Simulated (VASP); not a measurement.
Si: single point with PBEsol

Si:

```
Si
1.0
     2.57656    0.00000    0.00000
    -1.28828    2.23137    0.00000
     0.00000    0.00000    2.41954
Si
1
Direct
  0.00000 0.00000 0.00000
```

| Quantity | Value |
| --- | --- |
| Program | VASP 6.6.1 |
| Task | single point |
| Functional | PBEsol |
| Potentials or basis | VASP PAW PBE potentials, release 64 (Si) |
| Cutoff | 520 eV |
| k mesh | 13 × 13 × 12 |
| Occupations | fermi-dirac, width 0.1 eV |
| Spin | no spin polarisation |

```
Pressure               : 8.1 GPa
Band gap on the k mesh : zero (band 2 reaches 17.93 eV, above the bottom of band 3 at 6.23 eV)
```

Stress tensor (GPa, compression positive):
```
 6.45  0.00  0.00
 0.00  6.45  0.00
 0.00  0.00 11.25
```

Levels at points of the mesh, in eV from the Fermi level:
| k point | band 1 | band 2 | band 3 | band 4 | band 5 |
| --- | --- | --- | --- | --- | --- |
| (0.00, 0.00, 0.00) | -14.64 | 7.57 | 8.42 | 10.88 | 10.88 |
| (0.00, 0.00, 0.50) | -9.43 | -7.63 | 14.82 | 14.82 | 15.35 |

Wall time 8.7 s on 1 thread of AMD EPYC 7R13 Processor (Zen 3), on a shared host, peak memory 0.09 GiB.

Caveat: the PAW data sets were made with another functional, which shifts forces and pressure a little.
